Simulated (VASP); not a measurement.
# CdTe (rocksalt type) (Fm-3m) in VASP: notebook, part 2 of 2

VASP 6.6.1. The steps go on from the part before.

## (4) Density of states, PBEsol (volume scaled by 0.55)

POSCAR reads:

```
CdTe
1.0
    0.0000000000      2.4573777546      2.4573777546
    2.4573777546      0.0000000000      2.4573777546
    2.4573777546      2.4573777546      0.0000000000
Cd Te
1 1
Direct
    0.0000000000      0.0000000000      0.0000000000
    0.5000000000      0.5000000000      0.5000000000
```

INCAR.step1 reads:

```
SYSTEM = CdTe
PREC = Accurate ; ENCUT = 520
EDIFF = 1E-6 ; ISMEAR = -1
SIGMA = 0.05 ; LREAL = .FALSE.
LASPH = .TRUE. ; NELM = 60
ALGO = Normal ; ISIF = 2
LWAVE = .FALSE. ; LCHARG = .TRUE.
GGA = PS ; NBANDS = 16
```

KPOINTS.step1 reads:

```
Automatic mesh
0
G
  13 13 13
  0 0 0
```

INCAR.step2 reads:

```
SYSTEM = CdTe
PREC = Accurate ; ENCUT = 520
EDIFF = 1E-6 ; ISMEAR = -5
SIGMA = 0.05 ; LREAL = .FALSE.
LASPH = .TRUE. ; NELM = 60
ALGO = Normal ; ISIF = 2
LWAVE = .FALSE. ; LCHARG = .FALSE.
GGA = PS ; LORBIT = 11
NBANDS = 16 ; NEDOS = 2001
ICHARG = 11
```

KPOINTS.step2 reads:

```
Automatic mesh
0
G
  20 20 20
  0 0 0
```

Potentials or basis: VASP PAW PBE potentials, release 64 (Cd, Te).

On the command line:

```console
cat potpaw_PBE.64/Cd/POTCAR potpaw_PBE.64/Te/POTCAR > POTCAR
cp INCAR.step1 INCAR
cp KPOINTS.step1 KPOINTS
mpirun -np 1 vasp_std > vasp.out
cp INCAR.step2 INCAR
cp KPOINTS.step2 KPOINTS
mpirun -np 1 vasp_std > vasp.out
```

OUTCAR:

```text
SYSTEM = CdTe
   PREC = Accurate
   ENCUT = 520
   EDIFF = 1E-6
   ISMEAR = -5
   LREAL = .FALSE.
   LASPH = .TRUE.
   NELM = 60
   ISIF = 2
   GGA = PS
   LORBIT = 11
   ICHARG = 11

 ion  position               nearest neighbor table
   1  0.000  0.000  0.000-   2 2.46   2 2.46   2 2.46   2 2.46   2 2.46   2 2.46
   2  0.500  0.500  0.500-   1 2.46   1 2.46   1 2.46   1 2.46   1 2.46   1 2.46

  LATTYP: Found a face centered cubic cell.
 ALAT       =     4.9147555092

  Lattice vectors:

 A1 = (   0.0000000000,   2.4573777546,   2.4573777546)
 A2 = (   2.4573777546,   0.0000000000,   2.4573777546)
 A3 = (   2.4573777546,   2.4573777546,   0.0000000000)

Analysis of symmetry for initial positions (statically):
=====================================================================
 Subroutine PRICEL returns:
 Original cell was already a primitive cell.

 Routine SETGRP: Setting up the symmetry group for a
 face centered cubic supercell.

 Subroutine GETGRP returns: Found 48 space group operations
 (whereof 48 operations were pure point group operations)
 out of a pool of 48 trial point group operations.

The static configuration has the point symmetry O_h .

Analysis of symmetry for dynamics (positions and initial velocities):
=====================================================================
 Subroutine PRICEL returns:
 Original cell was already a primitive cell.

 Routine SETGRP: Setting up the symmetry group for a
 face centered cubic supercell.

 Subroutine GETGRP returns: Found 48 space group operations
 (whereof 48 operations were pure point group operations)
 out of a pool of 48 trial point group operations.

The dynamic configuration has the point symmetry O_h .

 Subroutine INISYM returns: Found 48 space group operations
 (whereof 48 operations are pure point group operations),
 and found     1 'primitive' translations

----------------------------------------------------------------------------------------

                                     Primitive cell

  volume of cell :      29.6788

  direct lattice vectors                    reciprocal lattice vectors
     0.000000000  2.457377755  2.457377755    -0.203468921  0.203468921  0.203468921
     2.457377755  0.000000000  2.457377755     0.203468921 -0.203468921  0.203468921
     2.457377755  2.457377755  0.000000000     0.203468921  0.203468921 -0.203468921

  length of vectors
     3.475256948  3.475256948  3.475256948     0.352418509  0.352418509  0.352418509

  position of ions in fractional coordinates (direct lattice)
     0.000000000  0.000000000  0.000000000
     0.500000000  0.500000000  0.500000000

  ion indices of the primitive-cell ions
   primitive index   ion index
                 1           1
                 2           2

----------------------------------------------------------------------------------------

 KPOINTS: Automatic mesh

Automatic generation of k-mesh.
 Grid dimensions read from file:
 generate k-points for:   20   20   20

 Generating k-lattice:

  Cartesian coordinates                     Fractional coordinates (reciprocal lattice)
    -0.010173446  0.010173446  0.010173446     0.050000000  0.000000000  0.000000000
[... 23 lines left out ...]
  0.250000  0.000000  0.000000      8.000000
[... 16 lines left out ...]
 -0.400000  0.050000  0.000000     24.000000
 -0.350000  0.050000  0.000000     24.000000
 [... further k-points ...]
   k-points           NKPTS =    256   k-points in BZ     NKDIM =    256   number of bands    NBANDS=     16
   number of dos      NEDOS =   2001   number of ions     NIONS =      2
   total plane-waves  NPLWV =  21952
   dimension x,y,z NGX =    28 NGY =   28 NGZ =   28
   dimension x,y,z NGXF=    56 NGYF=   56 NGZF=   56
   ions per type =               1   1
   NGX,Y,Z   is equivalent  to a cutoff of  13.39, 13.39, 13.39 a.u.
   NGXF,Y,Z  is equivalent  to a cutoff of  26.79, 26.79, 26.79 a.u.
 SYSTEM =  CdTe
   PREC   = accura    normal or accurate (medium, high low for compatibility)
   ISTART =      0    job   : 0-new  1-cont  2-samecut
   ICHARG =     11    charge: 1-file 2-atom 10-const
   ISPIN  =      1    spin polarized calculation?
   LNONCOLLINEAR =      F non collinear calculations
   LSORBIT =      F    spin-orbit coupling
   LASPH  =      T    aspherical Exc in radial PAW
   ENCUT  =  520.0 eV  38.22 Ry    6.18 a.u.   6.46  6.46  6.46*2*pi/ulx,y,z
   NELM   =     60;   NELMIN=  2; NELMDL=  0     # of ELM steps
   EDIFF  = 0.1E-05   stopping-criterion for ELM
   LREAL  =      F    real-space projection
   EDIFFG = 0.1E-04   stopping-criterion for IOM
   NSW    =      0    number of steps for IOM
   IBRION =     -1    ionic relax: 0-MD 1-quasi-New 2-CG
   NFREE  =      0    steps in history (QN), initial steepest desc. (CG)
   ISIF   =      2    stress and relaxation
   ISYM   =      2    0-nonsym 1-usesym 2-fastsym
   POTIM  = 0.5000    time-step for ionic-motion
   TEBEG  =    0.0;   TEEND  =   0.0 temperature during run
   PSTRESS=    0.0 pullay stress
   NELECT =      18.0000    total number of electrons
   NUPDOWN=      -1.0000    fix difference up-down
   EMIN   =  10.00;   EMAX   =-10.00  energy-range for DOS
   EFERMI =   0.00;   METHOD = LEGACY
   ISMEAR =    -5;   SIGMA  =   0.05  broadening in eV -4-tet -1-fermi 0-gaus
   EFERMI_NEDOS =   21; number of points for ismear=-14 and -15
   IALGO  =     38    algorithm
   IMIX   =      4    mixing-type and parameters
     AMIX     =   0.40;   BMIX     =  1.00
     AMIX_MAG =   1.60;   BMIX_MAG =  1.00
  volume/ion in A,a.u.               =      14.84       100.14
  Fermi-wavevector in a.u.,A,eV,Ry     =   1.385746  2.618681 26.127172  1.920293
  Thomas-Fermi vector in A             =   2.510127
   LORBIT       =     11    0 simple, 1 ext, 2 COOP (PROOUT), +10 PAW based schemes
   GGA     = PS    functional components
   LHFCALC =     F    Hartree Fock is set to
   AEXX    =    0.0000 exact exchange contribution
   IVDW    =     0    specifies the selected vdW correction
   LEPSILON=     F    determine dielectric tensor
   LRPA    =     F    only Hartree local field effects (RPA)
 non-spin polarized calculation
 Fermi weights with tetrahedron method with Bloechl corrections
  energy-cutoff  :      520.00
  volume of cell :       29.68
 maximum number of plane-waves:       821
 NGX is ok and might be reduce to    28

 number of electron      18.0000004 magnetization

 Free energy of the ion-electron system (eV)
  ---------------------------------------------------
  ext. energy  EPLUGINS =         0.00000000
  ---------------------------------------------------
  free energy    TOTEN  =         1.07315555 eV

  energy without entropy =        1.07315555  energy(sigma->0) =        1.07315555

 E-fermi :  13.5186     XC(G=0): -13.2139

 val. band max:       13.6726412698   @ k =   0.4000   0.0000   0.0000
 cond. band min:      13.5226212782   @ k =  -0.4000   0.4500   0.0500
 fundamental gap:     -0.1500199915
 Fermi energy:        13.5185972147

 k-point     1 :       0.0000    0.0000    0.0000
  band No.  band energies     occupation
      1      -4.8795      2.00000
      2       1.6590      2.00000
      3       1.6590      2.00000
      4       1.6590      2.00000
      5       1.6669      2.00000
      6       1.6669      2.00000
[... 433 lines left out ...]
      3       0.8786      2.00000
      4       1.0674      2.00000
      5       2.0224      2.00000
      6       2.0796      2.00000
[... 8 lines left out ...]
     15      24.2483      0.00000
     16      26.4108      0.00000

 [... further k-points ...]

------------------------ aborting loop because EDIFF is reached ----------------------------------------

  FORCE on cell =-STRESS in cart. coord.  units (eV):
  Direction    XX          YY          ZZ          XY          YZ          ZX
  --------------------------------------------------------------------------------------
  -------------------------------------------------------------------------------------
  Total       27.4922144     27.4922144     27.4922144     -0.0000000     -0.0000000      0.0000000
  in kB     1484.1388772   1484.1388772   1484.1388772     -0.0000000     -0.0000000      0.0000000
  external PRESSURE =    1484.1388772 kB  Pullay stress =       0.0000000 kB

 VOLUME and BASIS-vectors are now :
 -----------------------------------------------------------------------------
  energy-cutoff  :      520.00
  volume of cell :       29.68
      direct lattice vectors                 reciprocal lattice vectors
     0.000000000  2.457377755  2.457377755    -0.203468921  0.203468921  0.203468921
     2.457377755  0.000000000  2.457377755     0.203468921 -0.203468921  0.203468921
     2.457377755  2.457377755  0.000000000     0.203468921  0.203468921 -0.203468921

 POSITION                                       TOTAL-FORCE (eV/Angst)
 -----------------------------------------------------------------------------------
      0.00000      0.00000      0.00000         0.000000      0.000000      0.000000
      2.45738      2.45738      2.45738        -0.000000     -0.000000      0.000000
 -----------------------------------------------------------------------------------
    total drift:                               -0.000000      0.000000      0.000000

  FREE ENERGIE OF THE ION-ELECTRON SYSTEM (eV)
  ---------------------------------------------------
  free  energy   TOTEN  =         1.0731555473 eV

  energy  without entropy=        1.0731555473  energy(sigma->0) =        1.07315555

 total charge

# of ion       s       p       d       tot
------------------------------------------
    1        0.673   0.798   9.640  11.111
    2        1.408   2.405   0.173   3.986
--------------------------------------------------
tot          2.081   3.203   9.812  15.097
```

Wall time 84 s (1 thread of Intel Xeon Platinum 8488C (Sapphire Rapids), shared host); peak memory 0.25 GiB.

Results:

| Item | Value |
| --- | --- |
| Valence electrons inside the program's atomic spheres | Cd 11.11; Te 3.99 |

Levels at points of the mesh, in eV from the Fermi level:
```tsv
k point	band 7	band 8	band 9	band 10	band 11	band 12
(0.00, 0.00, 0.00)	-1.53	-1.53	-1.53	5.24	5.62	7.16
(0.50, 0.00, 0.00)	-9.36	0.46	0.46	1.81	2.80	2.80
(0.50, 0.50, 0.00)	-8.32	-5.58	-5.58	-1.64	2.50	12.77
```

Caveat: the PAW data sets were made with another functional, which shifts forces and pressure a little; spin-orbit coupling is left out, which moves the levels of the heavy elements; tetrahedron occupations give inexact forces and stress in metals.
